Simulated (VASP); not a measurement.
Here is a VASP 6.6.1 calculation.

File INCAR:

```
SYSTEM = TeW
PREC     = Accurate       ! precision mode
ENCUT    = 520            ! plane-wave cutoff, eV
EDIFF    = 1E-6           ! SCF threshold, eV
ISMEAR   = 0              ! smearing method
SIGMA    = 0.1            ! smearing width, eV
LREAL    = .FALSE.        ! projectors in reciprocal space
LASPH    = .TRUE.         ! aspherical terms in the spheres
NELM     = 60             ! most SCF steps
ALGO     = Normal         ! electronic algorithm
ISIF     = 2              ! what is computed and relaxed
LWAVE    = .FALSE.        ! write WAVECAR
LCHARG   = .FALSE.        ! write CHGCAR
GGA      = PS             ! functional
NBANDS   = 17             ! bands
```

File KPOINTS:

```
Automatic mesh
0
G
  12 12 12
  0 0 0
```

File POSCAR:

```
TeW
1.0
    3.3003715571      0.0000000000      0.0000000000
    0.0000000000      3.3003715571      0.0000000000
    0.0000000000      0.0000000000      3.3003715571
W Te
1 1
Direct
    0.0000000000      0.0000000000      0.0000000000
    0.5000000000      0.5000000000      0.5000000000
```

Potentials or basis: VASP PAW PBE potentials, release 64 (W_sv, Te).

Launch:

```console
$ cat potpaw_PBE.64/W_sv/POTCAR potpaw_PBE.64/Te/POTCAR > POTCAR
$ mpirun -np 1 vasp_std > vasp.out
```

Q: Predict the pressure.

A: 0.3 GPa.

Q: Predict the band gap on the k mesh.

A: Zero (band 10 reaches 14.05 eV, above the bottom of band 11 at 11.86 eV).

Caveat: the PAW data sets were made with another functional, which shifts forces and pressure a little; spin-orbit coupling is left out, which moves the levels of the heavy elements.
